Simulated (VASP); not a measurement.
Input of a VASP 6.6.1 run:

INCAR

```
SYSTEM = Ge5P
PREC = Accurate
ENCUT = 520
EDIFF = 1E-7
ISMEAR = 0
SIGMA = 0.1
LREAL = .False.
LASPH = .True.
NELM = 60
ALGO = Normal
ISIF = 2
LWAVE = .False.
LCHARG = .False.
GGA = PE
NBANDS = 46
```

File KPOINTS:

```
regular mesh
0
Gamma
  6 6 2
  0 0 0
```

The input POSCAR:

```
Ge5P
1.0
    3.5932745703      0.0000000000      0.0000000000
   -1.7966372851      3.1118670606      0.0000000000
    0.0000000000      0.0000000000     10.7139152891
Ge P
5 1
Direct
    0.6666666667      0.3333333333      0.8535662931
    0.0000000000      0.0000000000      0.6577487996
    0.6666666667      0.3333333333      0.5000000000
    0.0000000000      0.0000000000      0.3422512004
    0.6666666667      0.3333333333      0.1464337069
    0.0000000000      0.0000000000      0.0000000000
```

Potentials or basis: VASP PAW PBE potentials, release 64 (Ge_d, P).

Run with:

```sh
$ cat potpaw_PBE.64/Ge_d/POTCAR potpaw_PBE.64/P/POTCAR > POTCAR
$ mpirun -np 1 vasp_std > vasp.out
```

(1) Predict the pressure.

(2) Estimate the largest force.

(3) What does it give for the band gap on the k mesh?

Answers

(1) -0.1 GPa.

(2) 0.011 eV/Å.

(3) zero (an odd number of electrons rules out a gap without spin polarisation).
